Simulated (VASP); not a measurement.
# HfB (Fm-3m) in VASP: a series of runs, part 2 of 3

VASP 6.6.1.

### Step 4. Electric field gradients, PBE (volume scaled by 0.6)

Contents of INCAR:

```
ALGO = Normal
EDIFF = 1E-8
ENCUT = 520
GGA = PE
ISIF = 2
ISMEAR = -1
LASPH = True
LCHARG = False
LEFG = True
LREAL = False
LWAVE = False
NBANDS = 14
NELM = 80
PREC = Accurate
SIGMA = 0.05
```

Contents of KPOINTS:

```
k-points
0
Gamma
  13 13 13
```

Contents of POSCAR:

```
HfB
1.0
    0.0000000000      1.9483294568      1.9483294568
    1.9483294568      0.0000000000      1.9483294568
    1.9483294568      1.9483294568      0.0000000000
Hf B
1 1
Direct
    0.5000000000      0.5000000000      0.5000000000
    0.0000000000      0.0000000000      0.0000000000
```

Potentials or basis: VASP PAW PBE potentials, release 64 (Hf_pv, B).

Started as:

```sh
cat potpaw_PBE.64/Hf_pv/POTCAR potpaw_PBE.64/B/POTCAR > POTCAR
mpirun -np 1 vasp_std > vasp.out
```

OUTCAR:

```text
EDIFF = 1E-8
   ENCUT = 520
   GGA = PE
   ISIF = 2
   ISMEAR = -1
   LASPH = True
   LREAL = False
   NELM = 80
   PREC = Accurate

 ion  position               nearest neighbor table
   1  0.500  0.500  0.500-   2 1.95   2 1.95   2 1.95   2 1.95   2 1.95   2 1.95
   2  0.000  0.000  0.000-   1 1.95   1 1.95   1 1.95   1 1.95   1 1.95   1 1.95

  LATTYP: Found a face centered cubic cell.
 ALAT       =     3.8966589136

  Lattice vectors:

 A1 = (   0.0000000000,   1.9483294568,   1.9483294568)
 A2 = (   1.9483294568,   0.0000000000,   1.9483294568)
 A3 = (   1.9483294568,   1.9483294568,   0.0000000000)

Analysis of symmetry for initial positions (statically):
=====================================================================
 Subroutine PRICEL returns:
 Original cell was already a primitive cell.

 Routine SETGRP: Setting up the symmetry group for a
 face centered cubic supercell.

[... 596 lines left out ...]
      direct lattice vectors                 reciprocal lattice vectors
     0.000000000  1.948329457  1.948329457    -0.256630109  0.256630109  0.256630109
     1.948329457  0.000000000  1.948329457     0.256630109 -0.256630109  0.256630109
     1.948329457  1.948329457  0.000000000     0.256630109  0.256630109 -0.256630109

 POSITION                                       TOTAL-FORCE (eV/Angst)
 -----------------------------------------------------------------------------------
      1.94833      1.94833      1.94833         0.000000     -0.000000      0.000000
      0.00000      0.00000      0.00000        -0.000000      0.000000     -0.000000
 -----------------------------------------------------------------------------------
    total drift:                                0.000000      0.000000      0.000000

  FREE ENERGIE OF THE ION-ELECTRON SYSTEM (eV)
  ---------------------------------------------------
  free  energy   TOTEN  =        -8.2726694807 eV

  energy  without entropy=       -8.2618965379  energy(sigma->0) =       -8.26728301

 Electric field gradients (V/A^2)
---------------------------------------------------------------------
 ion       V_xx      V_yy      V_zz      V_xy      V_xz      V_yz
---------------------------------------------------------------------
   1       0.000     0.000    -0.000     0.000     0.000     0.000
   2      -0.000     0.000     0.000     0.000     0.000     0.000
---------------------------------------------------------------------

 Electric field gradients after diagonalization (V/A^2)
 (convention: |V_zz| > |V_xx| > |V_yy|)
----------------------------------------------------------------------
 ion       V_xx      V_yy      V_zz     asymmetry (V_yy - V_xx)/ V_zz
----------------------------------------------------------------------
   1      -0.000    -0.000     0.001       0.000
   2      -0.000    -0.000     0.000       0.000
----------------------------------------------------------------------

           NMR quadrupolar parameters

 Cq : quadrupolar parameter    Cq=e*Q*V_zz/h
 eta: asymmetry parameters     (V_yy - V_xx)/ V_zz
 Q  : nuclear electric quadrupole moment in mb (millibarn)
----------------------------------------------------------------------
 ion       Cq(MHz)       eta       Q (mb)
----------------------------------------------------------------------
   1       0.000       0.000       1.000
   2       0.000       0.000       1.000
----------------------------------------------------------------------
```

stdout:

```text
POSCAR found type information on POSCAR HfB
 POSCAR found :  2 types and       2 ions
 scaLAPACK will be used
 LDA part: xc-table for (Slater+PW92), standard interpolation
 POSCAR, INCAR and KPOINTS ok, starting setup
 FFT: planning ... GRIDC
 FFT: planning ... GRID_SOFT
 FFT: planning ... GRID
 WAVECAR not read
 entering main loop
ion   1

ion   2
```

Wall time 26 s (1 thread of Intel Xeon 8259CL, shared host); peak memory 0.14 GiB.

Results:

* Free energy: -8.2727 eV
* Pressure: 350.4 GPa

Caveat: without QUAD_EFG the Cq values of the log hold for a quadrupole moment of 1 mb, not for the nuclei; spin-orbit coupling is left out, which moves the levels of the heavy elements.

### Step 5. Electric field gradients, PBE (volume scaled by 0.7)

Contents of INCAR:

```
SYSTEM = HfB
  PREC = Accurate
  ENCUT = 520
  EDIFF = 1E-8
  ISMEAR = -1
  SIGMA = 0.05
  LREAL = .FALSE.
  LASPH = .TRUE.
  NELM = 60
  ALGO = Normal
  ISIF = 2
  LWAVE = .FALSE.
  LCHARG = .FALSE.
  GGA = PE
  LEFG = .TRUE.
  NBANDS = 14
```

Contents of KPOINTS:

```
Automatic mesh
0
G
  13 13 13
  0 0 0
```

Contents of POSCAR:

```
HfB
1.0
    0.0000000000      2.0510582440      2.0510582440
    2.0510582440      0.0000000000      2.0510582440
    2.0510582440      2.0510582440      0.0000000000
Hf B
1 1
Direct
    0.5000000000      0.5000000000      0.5000000000
    0.0000000000      0.0000000000      0.0000000000
```

Potentials or basis: VASP PAW PBE potentials, release 64 (Hf_pv, B).

Started as:

```sh
cat potpaw_PBE.64/Hf_pv/POTCAR potpaw_PBE.64/B/POTCAR > POTCAR
mpirun -np 1 vasp_std > vasp.out
```

OUTCAR:

```text
SYSTEM = HfB
   PREC = Accurate
   ENCUT = 520
   EDIFF = 1E-8
   ISMEAR = -1
   LREAL = .FALSE.
   LASPH = .TRUE.
   NELM = 60
   ISIF = 2
   GGA = PE

 ion  position               nearest neighbor table
   1  0.500  0.500  0.500-   2 2.05   2 2.05   2 2.05   2 2.05   2 2.05   2 2.05
   2  0.000  0.000  0.000-   1 2.05   1 2.05   1 2.05   1 2.05   1 2.05   1 2.05

  LATTYP: Found a face centered cubic cell.
 ALAT       =     4.1021164880

  Lattice vectors:

 A1 = (   0.0000000000,   2.0510582440,   2.0510582440)
 A2 = (   2.0510582440,   0.0000000000,   2.0510582440)
 A3 = (   2.0510582440,   2.0510582440,   0.0000000000)

Analysis of symmetry for initial positions (statically):
=====================================================================
 Subroutine PRICEL returns:
 Original cell was already a primitive cell.

 Routine SETGRP: Setting up the symmetry group for a
 face centered cubic supercell.

 Subroutine GETGRP returns: Found 48 space group operations
 (whereof 48 operations were pure point group operations)
 out of a pool of 48 trial point group operations.

The static configuration has the point symmetry O_h .

Analysis of symmetry for dynamics (positions and initial velocities):
=====================================================================
 Subroutine PRICEL returns:
 Original cell was already a primitive cell.

 Routine SETGRP: Setting up the symmetry group for a
 face centered cubic supercell.

 Subroutine GETGRP returns: Found 48 space group operations
 (whereof 48 operations were pure point group operations)
 out of a pool of 48 trial point group operations.

The dynamic configuration has the point symmetry O_h .

 Subroutine INISYM returns: Found 48 space group operations
 (whereof 48 operations are pure point group operations),
 and found     1 'primitive' translations

----------------------------------------------------------------------------------------

                                     Primitive cell

  volume of cell :      17.2569

  direct lattice vectors                    reciprocal lattice vectors
     0.000000000  2.051058244  2.051058244    -0.243776598  0.243776598  0.243776598
     2.051058244  0.000000000  2.051058244     0.243776598 -0.243776598  0.243776598
     2.051058244  2.051058244  0.000000000     0.243776598  0.243776598 -0.243776598

  length of vectors
     2.900634386  2.900634386  2.900634386     0.422233453  0.422233453  0.422233453

  position of ions in fractional coordinates (direct lattice)
     0.500000000  0.500000000  0.500000000
     0.000000000  0.000000000  0.000000000

  ion indices of the primitive-cell ions
   primitive index   ion index
                 1           1
                 2           2

----------------------------------------------------------------------------------------

 KPOINTS: Automatic mesh

Automatic generation of k-mesh.
 Grid dimensions read from file:
 generate k-points for:   13   13   13

 Generating k-lattice:

  Cartesian coordinates                     Fractional coordinates (reciprocal lattice)
[... 71 lines left out ...]
   NELECT =      13.0000    total number of electrons
   NUPDOWN=      -1.0000    fix difference up-down
   EMIN   =  10.00;   EMAX   =-10.00  energy-range for DOS
   EFERMI =   0.00;   METHOD = LEGACY
   ISMEAR =    -1;   SIGMA  =   0.05  broadening in eV -4-tet -1-fermi 0-gaus
   EFERMI_NEDOS =   21; number of points for ismear=-14 and -15
   IALGO  =     38    algorithm
   IMIX   =      4    mixing-type and parameters
     AMIX     =   0.40;   BMIX     =  1.00
     AMIX_MAG =   1.60;   BMIX_MAG =  1.00
  volume/ion in A,a.u.               =       8.63        58.23
  Fermi-wavevector in a.u.,A,eV,Ry     =   1.489594  2.814925 30.189841  2.218891
  Thomas-Fermi vector in A             =   2.602483
   LORBIT       =      0    0 simple, 1 ext, 2 COOP (PROOUT), +10 PAW based schemes
   GGA     = PE    functional components
[... 5 lines left out ...]
 non-spin polarized calculation
  energy-cutoff  :      520.00
  volume of cell :       17.26
 maximum number of plane-waves:       487
 NGX is ok and might be reduce to    24
   NGX = 11   NGY = 11   NGZ = 11

 number of electron      12.9999999 magnetization

 Free energy of the ion-electron system (eV)
  ---------------------------------------------------
  ext. energy  EPLUGINS =         0.00000000
  ---------------------------------------------------
  free energy    TOTEN  =       -12.50182026 eV

  energy without entropy =      -12.49515848  energy(sigma->0) =      -12.49848937

 E-fermi :   7.9368     XC(G=0): -14.1112

 val. band max:        7.9342956835   @ k =   0.3077   0.1538   0.0769
 cond. band min:       7.9508092681   @ k =  -0.3846   0.3846   0.0000
 fundamental gap:      0.0165135847
 Fermi energy:         7.9367948248

 k-point     1 :       0.0000    0.0000    0.0000
  band No.  band energies     occupation
      1     -18.7127      2.00000
      2     -18.7127      2.00000
      3     -18.7127      2.00000
      4      -2.6594      2.00000
      5      10.1009      0.00000
      6      10.1009      0.00000
      7      10.1009      0.00000
      8      12.8512      0.00000
      9      12.8512      0.00000
     10      12.8512      0.00000
     11      13.3512      0.00000
     12      13.3512      0.00000
     13      20.8382      0.00000
     14      25.0072      0.00000
[... 377 lines left out ...]
      1     -20.7977      2.00000
      2     -19.2391      2.00000
      3     -19.0898      2.00000
      4       2.0335      2.00000
      5       4.0378      2.00000
      6       6.6448      2.00000
      7       7.0260      2.00000
      8      13.3682      0.00000
      9      17.2979      0.00000
     10      18.4758      0.00000
     11      21.5914      0.00000
     12      23.4780      0.00000
     13      25.0085      0.00000
     14      28.2057      0.00000

 [... further k-points ...]
[... 5 lines left out ...]
  --------------------------------------------------------------------------------------
  -------------------------------------------------------------------------------------
  Total       22.5456043     22.5456043     22.5456043      0.0000000      0.0000000      0.0000000
  in kB     2093.1892146   2093.1892146   2093.1892146      0.0000000      0.0000000      0.0000000
  external PRESSURE =    2093.1892146 kB  Pullay stress =       0.0000000 kB

 VOLUME and BASIS-vectors are now :
 -----------------------------------------------------------------------------
  energy-cutoff  :      520.00
  volume of cell :       17.26
      direct lattice vectors                 reciprocal lattice vectors
     0.000000000  2.051058244  2.051058244    -0.243776598  0.243776598  0.243776598
     2.051058244  0.000000000  2.051058244     0.243776598 -0.243776598  0.243776598
     2.051058244  2.051058244  0.000000000     0.243776598  0.243776598 -0.243776598

 POSITION                                       TOTAL-FORCE (eV/Angst)
 -----------------------------------------------------------------------------------
      2.05106      2.05106      2.05106         0.000000      0.000000     -0.000000
      0.00000      0.00000      0.00000        -0.000000     -0.000000      0.000000
 -----------------------------------------------------------------------------------
    total drift:                               -0.000000     -0.000000      0.000000

  FREE ENERGIE OF THE ION-ELECTRON SYSTEM (eV)
  ---------------------------------------------------
  free  energy   TOTEN  =       -12.5018202604 eV

  energy  without entropy=      -12.4951584766  energy(sigma->0) =      -12.49848937

 Electric field gradients (V/A^2)
---------------------------------------------------------------------
 ion       V_xx      V_yy      V_zz      V_xy      V_xz      V_yz
---------------------------------------------------------------------
   1      -0.000     0.000    -0.000    -0.000    -0.000    -0.000
   2       0.000    -0.000     0.000    -0.000    -0.000    -0.000
---------------------------------------------------------------------

 Electric field gradients after diagonalization (V/A^2)
 (convention: |V_zz| > |V_xx| > |V_yy|)
----------------------------------------------------------------------
 ion       V_xx      V_yy      V_zz     asymmetry (V_yy - V_xx)/ V_zz
----------------------------------------------------------------------
   1       0.000     0.000    -0.000       0.000
   2       0.000     0.000    -0.000       0.000
----------------------------------------------------------------------

           NMR quadrupolar parameters

 Cq : quadrupolar parameter    Cq=e*Q*V_zz/h
 eta: asymmetry parameters     (V_yy - V_xx)/ V_zz
 Q  : nuclear electric quadrupole moment in mb (millibarn)
----------------------------------------------------------------------
 ion       Cq(MHz)       eta       Q (mb)
----------------------------------------------------------------------
   1      -0.000       0.000       1.000
   2      -0.000       0.000       1.000
----------------------------------------------------------------------
```

Wall time 30 s (1 thread of Intel Xeon 8259CL, shared host); peak memory 0.15 GiB.

Results:

| Property | Result |
| --- | --- |
| Free energy | -12.5018 eV |
| Pressure | 209.3 GPa |

Caveat: without QUAD_EFG the Cq values of the log hold for a quadrupole moment of 1 mb, not for the nuclei; spin-orbit coupling is left out, which moves the levels of the heavy elements.

(Part 2 of 3 ends here.)
